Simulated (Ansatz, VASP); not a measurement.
## Be2S3 in VASP and in Ansatz

```xyz
5
Lattice="2.3600 -2.6053 0.0096 2.3600 2.6053 0.0096 -0.3261 0.0000 6.5110" Properties=species:S:1:pos:R:3 pbc="T T T"
Be    3.1514    1.1780    5.2950
Be    1.2425    1.1780    1.2352
S     1.7129    0.1433    4.2002
S     2.6809    0.1433    2.3299
S     2.3600    2.5681    0.0096
```

Alike in both runs: functional PBE; k mesh 8 × 8 × 4; occupations gaussian, width 0.02 eV; no spin polarisation.

Ansatz relaxed the structure, and its values are those at the end. VASP's run is a single point on that final structure, the one shown.

|  | VASP | Ansatz |
| --- | --- | --- |
| version | VASP 6.6.1 | Ansatz 0.2.0 |
| potentials or method | VASP PAW PBE potentials, release 64 (Be, S), cutoff 520 eV | scalar-relativistic, plane waves, PAW |
| valence electrons in the cell | 22 | 22 |

```csv
,VASP,Ansatz,Ansatz less VASP
gap on the k mesh at the Fermi level (eV),1.34,1.31,-0.025
least direct gap on the mesh (eV),2.06,2.04,-0.021
pressure (GPa),-0.1,0.0,+0.13
rms of the force components (eV/Å),0.038,0.003,-0.0348
```
